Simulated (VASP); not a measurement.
Wanted: the native input for a VASP 6.6.1 run.

```yaml
Task: single point
Functional: PBE
Potentials_or_basis: VASP PAW PBE potentials, release 64 (Cd, Ga_d)
Cutoff: 520 eV
k_mesh: 14 × 14 × 1
Occupations: gaussian, width 0.1 eV
Spin: no spin polarisation
Dipole_correction: yes
Further_INCAR_settings: ALGO = Normal; EDIFF = 1e-07; NBANDS = 20
```

The structure of CdGa lies in POSCAR:

```
CdGa
1.0
    3.9704042997      0.0000000000      0.0000000000
    0.0000000000      3.9704042997      0.0000000000
    0.0000000000      0.0000000000     23.8000000000
Cd Ga
1 1
Direct
    0.0000000000      0.0000000000      0.2941176471
    0.5000000000      0.5000000000      0.2941176471
```

The cell was generated, and may not be a known phase.

These files were run (other wordings do the same):

INCAR

```
SYSTEM = CdGa
PREC = Accurate
ENCUT = 520
EDIFF = 1E-7
ISMEAR = 0
SIGMA = 0.1
LREAL = .False.
LASPH = .True.
NELM = 100
ALGO = Normal
ISIF = 2
LWAVE = .False.
LCHARG = .False.
LDIPOL = .True.
IDIPOL = 3
DIPOL = 0.5 0.5 0.294
GGA = PE
NBANDS = 20
```

KPOINTS

```
regular mesh
0
Gamma
  14 14 1
  0 0 0
```

Potentials or basis: VASP PAW PBE potentials, release 64 (Cd, Ga_d).

The run is started by

```console
$ cat potpaw_PBE.64/Cd/POTCAR potpaw_PBE.64/Ga_d/POTCAR > POTCAR
$ mpirun -np 1 vasp_std > vasp.out
```

Results of the run:

```
Band gap on the k mesh : zero (an odd number of electrons rules out a gap without spin polarisation)
```

Run time: 4.9 min on 1 thread of Intel(R) Xeon(R) Platinum 8488C (Sapphire Rapids), on a shared host, peak memory 0.57 GiB.
